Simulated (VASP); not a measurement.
# V (P6_3/mmc) in VASP: notebook

V is run at these levels: PBEsol; tasks: single point, relaxation of shape and atoms at fixed volume.

Program: VASP 6.6.1. These are calculated values, not measurements. Logs are shortened: lines on timing, memory, paths and dates and some standing lists are left out, and cuts for length are marked.

**1. The cell of the first run**

It takes space group P6_3/mmc (No. 194, hexagonal). The conventional cell has a = 2.531 Å, b = 2.531 Å, c = 4.561 Å, α = 90.00°, β = 90.00°, γ = 120.00°. Within 3.3 Å of V (site symmetry -6m2) lie 12 V at 2.53 to 2.71 Å.

**2. Single point, PBEsol (volume scaled by 0.95)**

INCAR reads:

```
PREC = Accurate
ENCUT = 520
EDIFF = 1E-7
ISMEAR = -1
SIGMA = 0.05
LREAL = False
LASPH = True
NELM = 100
ALGO = Normal
ISIF = 2
LWAVE = False
LCHARG = False
GGA = PS
NBANDS = 20
```

KPOINTS reads:

```
Automatic mesh
0
Gamma
  16 16 9
```

POSCAR reads:

```
V
1.0
    2.5307007311      0.0000000000      0.0000000000
   -1.2653503656      2.1916511225      0.0000000000
    0.0000000000      0.0000000000      4.5610250654
V
2
Direct
    0.3333333333      0.6666666667      0.2500000000
    0.6666666667      0.3333333333      0.7500000000
```

Potentials or basis: VASP PAW PBE potentials, release 64 (V_sv).

Started as:

```
$ cat potpaw_PBE.64/V_sv/POTCAR > POTCAR
$ mpirun -np 1 vasp_std > vasp.out
```

OUTCAR:

```text
PREC = Accurate
   ENCUT = 520
   EDIFF = 1E-7
   ISMEAR = -1
   LREAL = False
   LASPH = True
   NELM = 100
   ISIF = 2
   GGA = PS

 ion  position               nearest neighbor table
   1  0.333  0.667  0.250-   2 2.71   2 2.71   2 2.71   2 2.71   2 2.71   2 2.71
   2  0.667  0.333  0.750-   1 2.71   1 2.71   1 2.71   1 2.71   1 2.71   1 2.71

  LATTYP: Found a hexagonal cell.
 ALAT       =     2.5307007311
 C/A-ratio  =     1.8022775310

  Lattice vectors:

 A1 = (   2.5307007311,   0.0000000000,   0.0000000000)
 A2 = (  -1.2653503656,   2.1916511225,   0.0000000000)
 A3 = (   0.0000000000,   0.0000000000,   4.5610250654)

Analysis of symmetry for initial positions (statically):
=====================================================================
 Subroutine PRICEL returns:
 Original cell was already a primitive cell.

 Routine SETGRP: Setting up the symmetry group for a
 hexagonal supercell.

 Subroutine GETGRP returns: Found 24 space group operations
 (whereof 12 operations were pure point group operations)
 out of a pool of 24 trial point group operations.

The static configuration has the point symmetry D_3d.
 The point group associated with its full space group is D_6h.

Analysis of symmetry for dynamics (positions and initial velocities):
=====================================================================
 Subroutine PRICEL returns:
 Original cell was already a primitive cell.

 Routine SETGRP: Setting up the symmetry group for a
 hexagonal supercell.

 Subroutine GETGRP returns: Found 24 space group operations
 (whereof 12 operations were pure point group operations)
 out of a pool of 24 trial point group operations.

The dynamic configuration has the point symmetry D_3d.
 The point group associated with its full space group is D_6h.

 Subroutine INISYM returns: Found 24 space group operations
 (whereof 12 operations are pure point group operations),
 and found     1 'primitive' translations

----------------------------------------------------------------------------------------

                                     Primitive cell

  volume of cell :      25.2973

  direct lattice vectors                    reciprocal lattice vectors
     2.530700731  0.000000000  0.000000000     0.395147473  0.228138500  0.000000000
    -1.265350366  2.191651123  0.000000000     0.000000000  0.456277000  0.000000000
     0.000000000  0.000000000  4.561025065     0.000000000  0.000000000  0.219248960

  length of vectors
     2.530700731  2.530700731  4.561025065     0.456277000  0.456277000  0.219248960

  position of ions in fractional coordinates (direct lattice)
     0.333333333  0.666666667  0.250000000
     0.666666667  0.333333333  0.750000000

  ion indices of the primitive-cell ions
   primitive index   ion index
                 1           1
                 2           2

----------------------------------------------------------------------------------------

 KPOINTS: Automatic mesh

Automatic generation of k-mesh.
 Grid dimensions read from file:
 generate k-points for:   16   16    9

 Generating k-lattice:

  Cartesian coordinates                     Fractional coordinates (reciprocal lattice)
     0.024696717  0.014258656  0.000000000     0.062500000  0.000000000  0.000000000
     0.000000000  0.028517313  0.000000000     0.000000000  0.062500000  0.000000000
     0.000000000  0.000000000  0.024360996     0.000000000  0.000000000  0.111111111

  Length of vectors
     0.028517313  0.028517313  0.024360996

  Shift w.r.t. Gamma in fractional coordinates (k-lattice)
     0.000000000  0.000000000  0.000000000

 Subroutine IBZKPT returns following result:
 ===========================================

 Found    150 irreducible k-points:

 Following reciprocal coordinates:
            Coordinates               Weight
  0.000000  0.000000  0.000000      1.000000
  0.062500  0.000000  0.000000      6.000000
  0.125000  0.000000  0.000000      6.000000
  0.187500  0.000000  0.000000      6.000000
  0.250000  0.000000  0.000000      6.000000
  0.312500 -0.000000  0.000000      6.000000
[... 16 lines left out ...]
  0.187500  0.187500  0.000000      6.000000
  0.250000  0.187500  0.000000     12.000000
 [... further k-points ...]
   k-points           NKPTS =    150   k-points in BZ     NKDIM =    150   number of bands    NBANDS=     20
   number of dos      NEDOS =    301   number of ions     NIONS =      2
   total plane-waves  NPLWV =  14400
   dimension x,y,z NGX =    20 NGY =   20 NGZ =   36
   dimension x,y,z NGXF=    40 NGYF=   40 NGZF=   72
   ions per type =               2
   NGX,Y,Z   is equivalent  to a cutoff of  13.14, 13.14, 13.12 a.u.
   NGXF,Y,Z  is equivalent  to a cutoff of  26.28, 26.28, 26.24 a.u.
 SYSTEM =  unknown system
   PREC   = accura    normal or accurate (medium, high low for compatibility)
   ISTART =      0    job   : 0-new  1-cont  2-samecut
   ICHARG =      2    charge: 1-file 2-atom 10-const
   ISPIN  =      1    spin polarized calculation?
   LNONCOLLINEAR =      F non collinear calculations
   LSORBIT =      F    spin-orbit coupling
   LASPH  =      T    aspherical Exc in radial PAW
   ENCUT  =  520.0 eV  38.22 Ry    6.18 a.u.   4.71  4.71  8.48*2*pi/ulx,y,z
   NELM   =    100;   NELMIN=  2; NELMDL= -5     # of ELM steps
   EDIFF  = 0.1E-06   stopping-criterion for ELM
   LREAL  =      F    real-space projection
   EDIFFG = 0.1E-05   stopping-criterion for IOM
   NSW    =      0    number of steps for IOM
   IBRION =     -1    ionic relax: 0-MD 1-quasi-New 2-CG
   NFREE  =      0    steps in history (QN), initial steepest desc. (CG)
   ISIF   =      2    stress and relaxation
   ISYM   =      2    0-nonsym 1-usesym 2-fastsym
   POTIM  = 0.5000    time-step for ionic-motion
   TEBEG  =    0.0;   TEEND  =   0.0 temperature during run
   PSTRESS=    0.0 pullay stress
   NELECT =      26.0000    total number of electrons
   NUPDOWN=      -1.0000    fix difference up-down
   EMIN   =  10.00;   EMAX   =-10.00  energy-range for DOS
   EFERMI =   0.00;   METHOD = LEGACY
   ISMEAR =    -1;   SIGMA  =   0.05  broadening in eV -4-tet -1-fermi 0-gaus
   EFERMI_NEDOS =   21; number of points for ismear=-14 and -15
   IALGO  =     38    algorithm
   IMIX   =      4    mixing-type and parameters
     AMIX     =   0.40;   BMIX     =  1.00
     AMIX_MAG =   1.60;   BMIX_MAG =  1.00
  volume/ion in A,a.u.               =      12.65        85.36
  Fermi-wavevector in a.u.,A,eV,Ry     =   1.652118  3.122050 37.137018  2.729494
  Thomas-Fermi vector in A             =   2.740782
   LORBIT       =      0    0 simple, 1 ext, 2 COOP (PROOUT), +10 PAW based schemes
   GGA     = PS    functional components
   LHFCALC =     F    Hartree Fock is set to
   AEXX    =    0.0000 exact exchange contribution
   IVDW    =     0    specifies the selected vdW correction
   LEPSILON=     F    determine dielectric tensor
   LRPA    =     F    only Hartree local field effects (RPA)
 non-spin polarized calculation
  energy-cutoff  :      520.00
  volume of cell :       25.30
 maximum number of plane-waves:       696
 NGX is ok and might be reduce to    20
   NGX =  9   NGY =  9   NGZ = 17

 number of electron      25.9999986 magnetization

 Free energy of the ion-electron system (eV)
  ---------------------------------------------------
  ext. energy  EPLUGINS =         0.00000000
  ---------------------------------------------------
  free energy    TOTEN  =       -18.70187645 eV

  energy without entropy =      -18.67548190  energy(sigma->0) =      -18.68867917

 E-fermi :  10.7487     XC(G=0): -13.3914

 val. band max:       10.7459258489   @ k =   0.0000   0.0000   0.0000
 cond. band min:      10.7526159692   @ k =   0.1875   0.0625   0.3333
 fundamental gap:      0.0066901204
 Fermi energy:        10.7486691652

 k-point     1 :       0.0000    0.0000    0.0000
  band No.  band energies     occupation
      1     -52.9695      2.00000
      2     -52.8054      2.00000
      3     -27.2788      2.00000
      4     -26.3930      2.00000
      5     -26.2532      2.00000
      6     -26.2532      2.00000
[... 12 lines left out ...]
     19      13.9678      0.00000
     20      13.9678      0.00000

 k-point     2 :       0.0625    0.0000    0.0000
  band No.  band energies     occupation
      1     -52.9596      2.00000
      2     -52.7983      2.00000
      3     -27.2643      2.00000
      4     -26.3939      2.00000
      5     -26.2973      2.00000
      6     -26.2650      2.00000
[... 12 lines left out ...]
     19      13.9912      0.00000
     20      14.3430      0.00000

 k-point     3 :       0.1250    0.0000    0.0000
  band No.  band energies     occupation
      1     -52.9310      2.00000
      2     -52.7779      2.00000
      3     -27.2222      2.00000
      4     -26.4228      2.00000
      5     -26.3972      2.00000
      6     -26.3446      2.00000
[... 12 lines left out ...]
     19      14.0403      0.00000
     20      15.1983      0.00000

 k-point     4 :       0.1875    0.0000    0.0000
  band No.  band energies     occupation
      1     -52.8875      2.00000
      2     -52.7477      2.00000
      3     -27.1565      2.00000
      4     -26.6102      2.00000
      5     -26.5285      2.00000
      6     -26.4046      2.00000
[... 12 lines left out ...]
     19      14.0823      0.00000
     20      16.2636      0.00000

 k-point     5 :       0.2500    0.0000    0.0000
  band No.  band energies     occupation
      1     -52.8350      2.00000
      2     -52.7127      2.00000
      3     -27.0737      2.00000
      4     -26.8302      2.00000
      5     -26.7394      2.00000
      6     -26.4182      2.00000
[... 12 lines left out ...]
     19      14.1034      0.00000
     20      17.4272      0.00000
[... 353 lines left out ...]
      6     -26.6305      2.00000
[... 12 lines left out ...]
     19      16.0158      0.00000
     20      19.0142      0.00000

 k-point    22 :       0.4375    0.1250    0.0000
  band No.  band energies     occupation
      1     -52.6718      2.00000
      2     -52.6275      2.00000
      3     -27.3412      2.00000
      4     -27.2165      2.00000
      5     -26.7656      2.00000
      6     -26.6461      2.00000
[... 12 lines left out ...]
     19      16.5585      0.00000
     20      18.3006      0.00000

 k-point    23 :       0.1875    0.1875    0.0000
  band No.  band energies     occupation
      1     -52.7678      2.00000
      2     -52.6714      2.00000
      3     -26.9767      2.00000
      4     -26.9610      2.00000
      5     -26.9607      2.00000
      6     -26.5259      2.00000
[... 12 lines left out ...]
     19      14.3473      0.00000
     20      19.0902      0.00000

 k-point    24 :       0.2500    0.1875    0.0000
  band No.  band energies     occupation
      1     -52.7224      2.00000
      2     -52.6471      2.00000
      3     -27.1129      2.00000
      4     -27.0573      2.00000
      5     -26.8765      2.00000
      6     -26.6201      2.00000
[... 12 lines left out ...]
     19      15.2610      0.00000
     20      20.3050      0.00000

 [... further k-points ...]
[... 5 lines left out ...]
  --------------------------------------------------------------------------------------
  -------------------------------------------------------------------------------------
  Total        1.7093923      1.7093923      1.7214962     -0.0000000      0.0000000      0.0000000
  in kB      108.2624035    108.2624035    109.0289851     -0.0000000      0.0000000      0.0000000
  external PRESSURE =     108.5179307 kB  Pullay stress =       0.0000000 kB

 VOLUME and BASIS-vectors are now :
 -----------------------------------------------------------------------------
  energy-cutoff  :      520.00
  volume of cell :       25.30
      direct lattice vectors                 reciprocal lattice vectors
     2.530700731  0.000000000  0.000000000     0.395147473  0.228138500  0.000000000
    -1.265350366  2.191651123  0.000000000     0.000000000  0.456277000  0.000000000
     0.000000000  0.000000000  4.561025065     0.000000000  0.000000000  0.219248960

 POSITION                                       TOTAL-FORCE (eV/Angst)
 -----------------------------------------------------------------------------------
     -0.00000      1.46110      1.14026         0.000000     -0.000000     -0.000000
      1.26535      0.73055      3.42077        -0.000000      0.000000      0.000000
 -----------------------------------------------------------------------------------
    total drift:                                0.000000     -0.000000      0.000000

  FREE ENERGIE OF THE ION-ELECTRON SYSTEM (eV)
  ---------------------------------------------------
  free  energy   TOTEN  =       -18.7018764508 eV

  energy  without entropy=      -18.6754818950  energy(sigma->0) =      -18.68867917
```

Run time: 37 s. Hardware: 1 thread of Intel Xeon Platinum 8488C (Sapphire Rapids), shared host; peak memory 0.18 GiB.

What came out:

```
Free energy            : -18.7019 eV
Pressure               : 10.9 GPa
Band gap on the k mesh : zero (band 13 reaches 12.25 eV, above the bottom of band 14 at 10.15 eV)
```

Levels at points of the mesh, in eV from the Fermi level:
```
           k point  band 10  band 11  band 12  band 13  band 14  band 15  band 16  band 17
(0.00, 0.00, 0.00)    -3.68    -0.64     0.00     0.32     0.32     0.69     0.69     1.99
(0.50, 0.00, 0.00)    -3.10    -3.09    -0.41    -0.09     0.37     0.59     3.33     3.93
```

Caveat: the cell differs from its parent crystal (volume scaled by 0.95); the PAW data sets were made with another functional, which shifts forces and pressure a little.

**3. Single point, PBEsol**

This run uses another cell than the first one, of 13.31 Å³/atom, 1.053 times its volume.

INCAR reads:

```
PREC = Accurate ; ENCUT = 520
EDIFF = 1E-6 ; ISMEAR = -1
SIGMA = 0.05 ; LREAL = F
LASPH = T ; NELM = 80
ALGO = Normal ; ISIF = 2
LWAVE = F ; LCHARG = T
GGA = PS ; LELF = T
LVHAR = T ; NBANDS = 20
```

KPOINTS reads:

```
regular mesh
0
Gamma
  16 16 9
```

POSCAR reads:

```
V
1.0
    2.5746073786      0.0000000000      0.0000000000
   -1.2873036893      2.2296753946      0.0000000000
    0.0000000000      0.0000000000      4.6387227447
V
2
Direct
    0.3333333333      0.6666666667      0.2500000000
    0.6666666667      0.3333333333      0.7500000000
```

Potentials or basis: VASP PAW PBE potentials, release 64 (V_sv).

Started as:

```
$ cat potpaw_PBE.64/V_sv/POTCAR > POTCAR
$ mpirun -np 1 vasp_std > vasp.out
```

OUTCAR:

```text
PREC = Accurate
   ENCUT = 520
   EDIFF = 1E-6
   ISMEAR = -1
   LREAL = F
   LASPH = T
   NELM = 80
   ISIF = 2
   GGA = PS

 ion  position               nearest neighbor table
   1  0.333  0.667  0.250-   2 2.75   2 2.75   2 2.75   2 2.75   2 2.75   2 2.75
   2  0.667  0.333  0.750-   1 2.75   1 2.75   1 2.75   1 2.75   1 2.75   1 2.75

  LATTYP: Found a hexagonal cell.
 ALAT       =     2.5746073786
 C/A-ratio  =     1.8017204422

  Lattice vectors:

 A1 = (   2.5746073786,   0.0000000000,   0.0000000000)
[... 189 lines left out ...]
      2     -53.5458      2.00000
      3     -27.9317      2.00000
      4     -27.1829      2.00000
      5     -27.0569      2.00000
      6     -27.0569      2.00000
[... 541 lines left out ...]
     19      14.2858      0.00000
     20      19.1085      0.00000

 [... further k-points ...]
[... 5 lines left out ...]
  --------------------------------------------------------------------------------------
  -------------------------------------------------------------------------------------
  Total        0.0186208      0.0186208      0.0344927      0.0000000      0.0000000      0.0000000
  in kB        1.1203600      1.1203600      2.0753270      0.0000000      0.0000000      0.0000000
  external PRESSURE =       1.4386824 kB  Pullay stress =       0.0000000 kB

 VOLUME and BASIS-vectors are now :
 -----------------------------------------------------------------------------
  energy-cutoff  :      520.00
  volume of cell :       26.63
      direct lattice vectors                 reciprocal lattice vectors
     2.574607379  0.000000000  0.000000000     0.388408737  0.224247889  0.000000000
    -1.287303689  2.229675395  0.000000000     0.000000000  0.448495778  0.000000000
     0.000000000  0.000000000  4.638722745     0.000000000  0.000000000  0.215576583

 POSITION                                       TOTAL-FORCE (eV/Angst)
 -----------------------------------------------------------------------------------
     -0.00000      1.48645      1.15968         0.000000      0.000000      0.000000
      1.28730      0.74323      3.47904        -0.000000     -0.000000      0.000000
 -----------------------------------------------------------------------------------
    total drift:                               -0.000000      0.000000     -0.000000

  FREE ENERGIE OF THE ION-ELECTRON SYSTEM (eV)
  ---------------------------------------------------
  free  energy   TOTEN  =       -18.7466563971 eV

  energy  without entropy=      -18.7182761904  energy(sigma->0) =      -18.73246629
```

OSZICAR:

```text
N       E                     dE             d eps       ncg     rms          rms(c)
DAV:   1     0.323237934291E+03    0.32324E+03   -0.16394E+04  6016   0.153E+03
DAV:   2    -0.120689829902E+02   -0.33531E+03   -0.32963E+03  6200   0.494E+02
DAV:   3    -0.214419654850E+02   -0.93730E+01   -0.92056E+01  6496   0.984E+01
DAV:   4    -0.215367918389E+02   -0.94826E-01   -0.94686E-01  6148   0.100E+01
DAV:   5    -0.215379262129E+02   -0.11344E-02   -0.11344E-02  6316   0.110E+00    0.275E+01
DAV:   6    -0.188204550979E+02    0.27175E+01   -0.11274E+01  6060   0.346E+01    0.312E+00
DAV:   7    -0.187673361860E+02    0.53119E-01   -0.13272E-01  6264   0.331E+00    0.132E+00
DAV:   8    -0.187467083697E+02    0.20628E-01   -0.16857E-02  6104   0.152E+00    0.188E-01
DAV:   9    -0.187466376039E+02    0.70766E-04   -0.75448E-04  6116   0.293E-01    0.397E-02
DAV:  10    -0.187466557035E+02   -0.18100E-04   -0.47599E-05  7232   0.773E-02    0.125E-02
DAV:  11    -0.187466563971E+02   -0.69356E-06   -0.24739E-06  4828   0.159E-02
   1 F= -.18746656E+02 E0= -.18732466E+02  d E =-.283802E-01
```

Run time: 63 s. Hardware: 1 thread of Intel Xeon Platinum 8488C (Sapphire Rapids), shared host; peak memory 0.18 GiB.

What came out:

```
Free energy            : -18.7467 eV
Pressure               : 0.1 GPa
Band gap on the k mesh : zero (band 13 reaches 11.45 eV, above the bottom of band 14 at 9.51 eV)
```

Stress tensor (GPa, compression positive):
```
0.11 0.00 0.00
0.00 0.11 0.00
0.00 0.00 0.21
```

Caveat: the PAW data sets were made with another functional, which shifts forces and pressure a little.

**4. Single point, PBEsol**

This run uses another cell than the first one, of 13.31 Å³/atom, 1.053 times its volume.

INCAR reads:

```
SYSTEM = V
ALGO = Normal ; EDIFF = 1E-7
ENCUT = 520 ; GGA = PS
ISIF = 2 ; ISMEAR = -1
LASPH = .True. ; LCHARG = .False.
LREAL = .False. ; LWAVE = .False.
NBANDS = 20 ; NELM = 100
PREC = Accurate ; SIGMA = 0.05
```

KPOINTS reads:

```
k-points
0
Gamma
  16 16 9
  0 0 0
```

POSCAR reads:

```
V
1.0
    2.5746073786      0.0000000000      0.0000000000
   -1.2873036892      2.2296753946      0.0000000000
    0.0000000000      0.0000000000      4.6387227447
V
2
Direct
    0.3333333333      0.6666666667      0.2500000000
    0.6666666667      0.3333333333      0.7500000000
```

Started as:

```
$ cat potpaw_PBE.64/V_sv/POTCAR > POTCAR
$ mpirun -np 1 vasp_std > vasp.out
```

Wall time 69 s (1 thread of Intel Xeon Platinum 8488C (Sapphire Rapids), shared host); peak memory 0.18 GiB.

The run converged. Its results:

- Free energy: -18.7467 eV
- Pressure: 0.2 GPa
- Band gap on the k mesh: zero (band 13 reaches 11.45 eV, above the bottom of band 14 at 9.51 eV)

Stress tensor (GPa, compression positive):
```
0.18 0.00 0.00
0.00 0.18 0.00
0.00 0.00 0.27
```

Levels at points of the mesh, in eV from the Fermi level:
| k point | band 9 | band 10 | band 11 | band 12 | band 13 | band 14 | band 15 | band 16 | band 17 | band 18 |
| --- | --- | --- | --- | --- | --- | --- | --- | --- | --- | --- |
| (0.00, 0.00, 0.00) | -6.97 | -3.54 | -0.58 | -0.11 | 0.32 | 0.32 | 0.66 | 0.66 | 1.88 | 1.88 |
| (0.50, 0.00, 0.00) | -3.10 | -2.96 | -2.87 | -0.37 | -0.16 | 0.34 | 0.58 | 3.12 | 3.68 | 3.81 |

Caveat: the PAW data sets were made with another functional, which shifts forces and pressure a little.

[end of part 1 of 2]
